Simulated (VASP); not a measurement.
A run of VASP 6.6.1 is set up as follows.

The input INCAR:

```
SYSTEM = Si5C3
ALGO     = Normal         ! electronic algorithm
EDIFF    = 1E-6           ! SCF threshold, eV
EDIFFG   = -0.08          ! ionic threshold
ENCUT    = 600            ! plane-wave cutoff, eV
GGA      = PE             ! functional
IBRION   = 2              ! ionic algorithm
ISIF     = 3              ! what is computed and relaxed
ISMEAR   = 0              ! smearing method
LASPH    = .TRUE.         ! aspherical terms in the spheres
LCHARG   = .FALSE.        ! write CHGCAR
LREAL    = .FALSE.        ! projectors in reciprocal space
LWAVE    = .FALSE.        ! write WAVECAR
NELM     = 60             ! most SCF steps
NSW      = 36             ! ionic steps
PREC     = Accurate       ! precision mode
SIGMA    = 0.2            ! smearing width, eV
```

Contents of KPOINTS:

```
k-points
0
G
  5 5 2
  0 0 0
```

File POSCAR:

```
Si5C3
1.0
    3.4000000000      0.0000000000      0.0000000000
   -1.7000000000      2.9444863700      0.0000000000
    0.0000000000      0.0000000000     10.8700000000
Si C
5 3
Direct
    0.0000000000      0.0000000000      0.0000000000
    0.3333333300      0.6666666700      0.2390000000
    0.6666666700      0.3333333300      0.4780000000
    0.3333333300      0.6666666700      0.7180000000
    0.3333333300      0.6666666700      0.9380000000
    0.0000000000      0.0000000000      0.1790000000
    0.3333333300      0.6666666700      0.4190000000
    0.6666666700      0.3333333300      0.6580000000
```

Potentials or basis: VASP PAW PBE potentials, release 64 (Si, C).

Launch:

```console
$ cat potpaw_PBE.64/Si/POTCAR potpaw_PBE.64/C/POTCAR > POTCAR
$ mpirun -np 1 vasp_std > vasp.out
```

Problem. Predict the space group after relaxing (to 0.05 Å).

Solution. P3m1 (No. 156).

Problem. Estimate the relaxed cell.

Solution. a = 3.151 Å, b = 3.151 Å, c = 11.310 Å, α = 90.00°, β = 90.00°, γ = 120.00°.

Problem. Predict the band gap on the k mesh.

Solution. Zero (band 16 reaches 11.81 eV, above the bottom of band 17 at 9.12 eV).

Final structure:
```cif
data_structure
_symmetry_space_group_name_H-M 'P 1'
_symmetry_Int_Tables_number 1
_cell_length_a 3.1506
_cell_length_b 3.1506
_cell_length_c 11.3100
_cell_angle_alpha 90.000
_cell_angle_beta 90.000
_cell_angle_gamma 120.000
_cell_volume 97.22
loop_
_atom_site_label
_atom_site_type_symbol
_atom_site_fract_x
_atom_site_fract_y
_atom_site_fract_z
_atom_site_occupancy
Si1 Si 0.00000 0.00000 0.03101 1
Si2 Si 0.33333 0.66667 0.25269 1
Si3 Si 0.66667 0.33333 0.47560 1
Si4 Si 0.33333 0.66667 0.69805 1
Si5 Si 0.33333 0.66667 0.90773 1
C1 C 0.00000 0.00000 0.19902 1
C2 C 0.33333 0.66667 0.42065 1
C3 C 0.66667 0.33333 0.64425 1
```

Caveat: the k points lie up to 0.46 Å⁻¹ apart in the final cell.
